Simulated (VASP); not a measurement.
Input of a VASP 6.6.1 run:

Contents of INCAR:

```
SYSTEM = Rh
PREC = Accurate ; ENCUT = 520
EDIFF = 1E-6 ; ISMEAR = -1
SIGMA = 0.1 ; LREAL = .False.
LASPH = .True. ; NELM = 80
ALGO = Normal ; ISIF = 2
LWAVE = .False. ; LCHARG = .False.
GGA = PE ; NBANDS = 14
```

File KPOINTS:

```
regular mesh
0
Gamma
  9 9 9
  0 0 0
```

File POSCAR:

```
Rh
1.0
    0.0000000000      1.9160595532      1.9160595532
    1.9160595532      0.0000000000      1.9160595532
    1.9160595532      1.9160595532      0.0000000000
Rh
1
Direct
    0.0000000000      0.0000000000      0.0000000000
```

Potentials or basis: VASP PAW PBE potentials, release 64 (Rh_pv).

Run with:

```console
$ cat potpaw_PBE.64/Rh_pv/POTCAR > POTCAR
$ mpirun -np 1 vasp_std > vasp.out
```

(1) What does it give for the pressure?

## Answers

(1) 0.2 GPa.
